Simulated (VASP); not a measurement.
A run of VASP 6.6.1 is set up as follows.

File INCAR:

```
SYSTEM = CdS
ALGO     = Normal         ! electronic algorithm
EDIFF    = 1E-6           ! SCF threshold, eV
EDIFFG   = -0.01          ! ionic threshold
ENCUT    = 600            ! plane-wave cutoff, eV
GGA      = PE             ! functional
IBRION   = 2              ! ionic algorithm
ISIF     = 3              ! what is computed and relaxed
ISMEAR   = 0              ! smearing method
LASPH    = .True.         ! aspherical terms in the spheres
LCHARG   = .False.        ! write CHGCAR
LREAL    = .False.        ! projectors in reciprocal space
LWAVE    = .False.        ! write WAVECAR
NELM     = 80             ! most SCF steps
NSW      = 100            ! ionic steps
PREC     = Accurate       ! precision mode
SIGMA    = 0.02           ! smearing width, eV
```

The input KPOINTS:

```
k-points
0
Gamma
  8 8 8
  0 0 0
```

The input POSCAR:

```
CdS
1.0
    0.0000000000      2.9429534649      2.9429534649
    2.9429534649      0.0000000000      2.9429534649
    2.9429534649      2.9429534649      0.0000000000
Cd S
1 1
Direct
    0.0000000000      0.0000000000      0.0000000000
    0.2500000000      0.2500000000      0.2500000000
```

Potentials or basis: VASP PAW PBE potentials, release 64 (Cd, S).

The run is started by

```sh
$ cat potpaw_PBE.64/Cd/POTCAR potpaw_PBE.64/S/POTCAR > POTCAR
$ mpirun -np 1 vasp_std > vasp.out
```

**Question.** Estimate the relaxed volume.

**Answer.** 26.15 Å³/atom.

**Question.** Predict the band gap on the k mesh.

**Answer.** 1.03 eV.

**Question.** Estimate the relaxed cell.

**Answer.** a = 4.197 Å, b = 4.197 Å, c = 4.197 Å, α = 60.00°, β = 60.00°, γ = 60.00°.

**Question.** What does it give for the space group after relaxing (to 0.1 Å)?

**Answer.** F-43m (No. 216).

Final structure:
```
CELL_PARAMETERS angstrom
0.00000 2.96806 2.96806
2.96806 0.00000 2.96806
2.96806 2.96806 0.00000
ATOMIC_POSITIONS crystal
Cd 0.00000 0.00000 0.00000
S 0.25000 0.25000 0.25000
```
